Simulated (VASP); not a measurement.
Set up this calculation in VASP 6.6.1, as the native input.

```
Task                   : relaxation of cell and atoms
Functional             : PBE
Potentials or basis    : VASP PAW PBE potentials, release 64 (Ga_d, Os)
Cutoff                 : 600 eV
k mesh                 : 6 × 6 × 12
Occupations            : gaussian, width 0.1 eV
Spin                   : no spin polarisation
Dipole correction      : no
Further INCAR settings : ALGO = Fast; EDIFF = 1e-06; IBRION = 2; EDIFFG = -0.01; NSW = 100; ISIF = 3
```

The structure of GaOs4 lies in POSCAR:

```
GaOs4
1.0
    3.8892545209     -3.9033345452      0.0000000000
    3.8892545209      3.9033345452      0.0000000000
    0.0000000000      0.0000000000      2.7125270418
Ga Os
1 4
Direct
    0.0000000000      0.0000000000      0.5000000000
    0.2853163508      0.7146836492      0.0000000000
    0.7146836492      0.2853163508      0.0000000000
    0.6815274459      0.6815274459      0.5000000000
    0.3184725541      0.3184725541      0.5000000000
```

The cell was generated, and may not be a known phase.

One way to write it, as run:

INCAR

```
ALGO = Fast
EDIFF = 1E-6
EDIFFG = -0.01
ENCUT = 600
GGA = PE
IBRION = 2
ISIF = 3
ISMEAR = 0
LASPH = True
LCHARG = False
LREAL = False
LWAVE = False
NELM = 60
NSW = 100
PREC = Accurate
SIGMA = 0.1
```

KPOINTS

```
k-points
0
Gamma
  6 6 12
```

Potentials or basis: VASP PAW PBE potentials, release 64 (Ga_d, Os).

Launch:

```sh
$ cat potpaw_PBE.64/Ga_d/POTCAR potpaw_PBE.64/Os/POTCAR > POTCAR
$ mpirun -np 1 vasp_std > vasp.out
```

It gave:

```json
{"Relaxed volume": "16.52 Å³/atom", "Relaxed cell": "a = 5.514 Å, b = 5.514 Å, c = 2.725 Å, α = 90.00°, β = 90.00°, γ = 85.62°", "Space group after relaxing (to 0.1 Å)": "Cmmm (No. 65)", "Energy gained by relaxing": "3.9 meV/atom", "Ionic steps": "27", "Pressure after relaxing": "0.0 GPa", "Largest force after relaxing": "0.004 eV/Å", "Band gap on the k mesh": "zero (an odd number of electrons rules out a gap without spin polarisation)"}
```

Caveat: spin-orbit coupling is left out, which moves the levels of the heavy elements.

Run time: 42 min on 1 thread of Intel(R) Xeon(R) 6975P-C (Granite Rapids) (shared host), peak memory 0.42 GiB.
